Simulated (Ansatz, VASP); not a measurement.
**SnO2 in VASP and in Ansatz**

INCAR

```
ALGO = Normal
EDIFF = 1E-7
ENCUT = 520
GGA = PS
ISIF = 2
ISMEAR = 0
IVDW = 12
LASPH = True
LCHARG = False
LREAL = False
LWAVE = False
NBANDS = 35
NELM = 100
PREC = Accurate
SIGMA = 0.05
```

File KPOINTS:

```
k-points
0
Gamma
  12 12 4
```

Contents of POSCAR:

```
SnO2
1.0
    3.1515650761      0.0000000000      0.0000000000
   -1.5757825380      2.7293354175      0.0000000000
    0.0000000000      0.0000000000     10.0294849332
Sn O
2 4
Direct
    0.0000000000      0.0000000000      0.5000000000
    0.0000000000      0.0000000000      0.0000000000
    0.6666666667      0.3333333333      0.4003665319
    0.6666666667      0.3333333333      0.0996334681
    0.3333333333      0.6666666667      0.5996334681
    0.3333333333      0.6666666667      0.9003665319
```

Input for Ansatz:

```yaml
crystal:
  lattice:
    - [3.1515650761, 0.0, 0.0]
    - [-1.575782538, 2.7293354175, 0.0]
    - [0.0, 0.0, 10.0294849332]
  atoms:
    - { symbol: Sn, position: [0.0, 0.0, 0.5] }
    - { symbol: Sn, position: [0.0, 0.0, 0.0] }
    - { symbol: O, position: [0.6666666667, 0.3333333333, 0.4003665319] }
    - { symbol: O, position: [0.6666666667, 0.3333333333, 0.0996334681] }
    - { symbol: O, position: [0.3333333333, 0.6666666667, 0.5996334681] }
    - { symbol: O, position: [0.3333333333, 0.6666666667, 0.9003665319] }
basis:
  ecutwfc: 520.0
kpoints:
  mp_grid: { grid: [12, 12, 4] }
hamiltonian:
  xc: pbesol
  pseudopotentials: { kind: paw, azcp: { folder: soft_1 } }
  dispersion: d3bj
scf:
  occupations: { method: gaussian, width: 0.05 }
output:
  forces: true
  stress: true
  eigenvalues: true
```

Change from the starting cell: mode 1 frozen in at +0.000 Å, equal normal strain along x, y and z -0.0083.

Alike in both runs: task single point; functional PBEsol; dispersion D3(BJ); k mesh 12 × 12 × 4; occupations gaussian, width 0.05 eV; no spin polarisation.

|  | VASP | Ansatz |
| --- | --- | --- |
| version | VASP 6.6.1 | Ansatz 0.2.0 |
| potentials or method | VASP PAW PBE potentials, release 64 (Sn_d, O), cutoff 520 eV | scalar-relativistic, plane waves, PAW |
| valence electrons in the cell | 52 | 52 |

Ansatz gave:

- gap on the k mesh at the Fermi level (eV): 2.31
- least direct gap on the mesh (eV): 2.76
- pressure (GPa): 4.0
- traceless stress, the component that is largest in VASP (GPa): -1.57
- rms of the force components (eV/Å): 0.143

Question: What did VASP give for the same quantities?

Answer: gap on the k mesh at the Fermi level (eV): 2.30; least direct gap on the mesh (eV): 2.75; pressure (GPa): 4.7; traceless stress, the component that is largest in VASP (GPa): -2.03; rms of the force components (eV/Å): 0.175.

VASP's potentials were made for PBE, not for PBEsol, and Ansatz warns of the same on its side. Atom by atom the forces differ by 0.032 eV/Å (rms over components).
